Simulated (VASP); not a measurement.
Set up this calculation in VASP 6.6.1, as the native input.

```
Task                   : single point
Functional             : r2SCAN
Potentials or basis    : VASP PAW PBE potentials, release 64 (K_sv, F)
Cutoff                 : 520 eV
k mesh                 : 8 × 8 × 8
Occupations            : gaussian, width 0.01 eV
Spin                   : no spin polarisation
Dipole correction      : no
Further INCAR settings : ALGO = Normal; EDIFF = 1e-06; NBANDS = 15
```

The system is KF.

```
K F
1.0
     0.00000    3.05282    3.05282
     3.05282    0.00000    3.05282
     3.05282    3.05282    0.00000
K F
1 1
Cartesian
  0.0000 0.0000 0.0000
  1.5264 1.5264 1.5264
```

This cell differs from its parent crystal: strain +4.0%.

These files were run (other wordings do the same):

POSCAR

```
KF
1.0
    0.0000000000      3.0528174649      3.0528174649
    3.0528174649      0.0000000000      3.0528174649
    3.0528174649      3.0528174649      0.0000000000
K F
1 1
Direct
    0.0000000000      0.0000000000      0.0000000000
    0.2500000000      0.2500000000      0.2500000000
```

INCAR.step1

```
PREC = Accurate ; ENCUT = 520
ISMEAR = 0 ; SIGMA = 0.01
LREAL = False ; LASPH = True
NELM = 60 ; NBANDS = 15
GGA = PE ; ALGO = Normal
EDIFF = 1E-4 ; LWAVE = True
LCHARG = False
```

INCAR.step2

```
PREC = Accurate ; ENCUT = 520
EDIFF = 1E-6 ; ISMEAR = 0
SIGMA = 0.01 ; LREAL = False
LASPH = True ; NELM = 60
ALGO = Normal ; ISIF = 2
LWAVE = False ; LCHARG = False
METAGGA = R2SCAN ; LMIXTAU = True
NBANDS = 15 ; ISTART = 1
```

KPOINTS

```
Automatic mesh
0
Gamma
  8 8 8
```

Potentials or basis: VASP PAW PBE potentials, release 64 (K_sv, F).

The run is started by

```bash
$ cat potpaw_PBE.64/K_sv/POTCAR potpaw_PBE.64/F/POTCAR > POTCAR
$ cp INCAR.step1 INCAR
$ mpirun -np 1 vasp_std > vasp.out
$ cp INCAR.step2 INCAR
$ mpirun -np 1 vasp_std > vasp.out
```

It gave:

```yaml
Pressure: -2.1 GPa
Band_gap_on_the_k_mesh: 5.46 eV, indirect (least direct gap 5.59 eV)
```

Caveat: the cell differs from its parent crystal (strain +4.0%); the PAW data sets were made with another functional, which shifts forces and pressure a little.

It took 110 s on 1 thread of AMD EPYC 7R43 64-Core Processor (Zen 3) (shared host), peak memory 0.15 GiB.
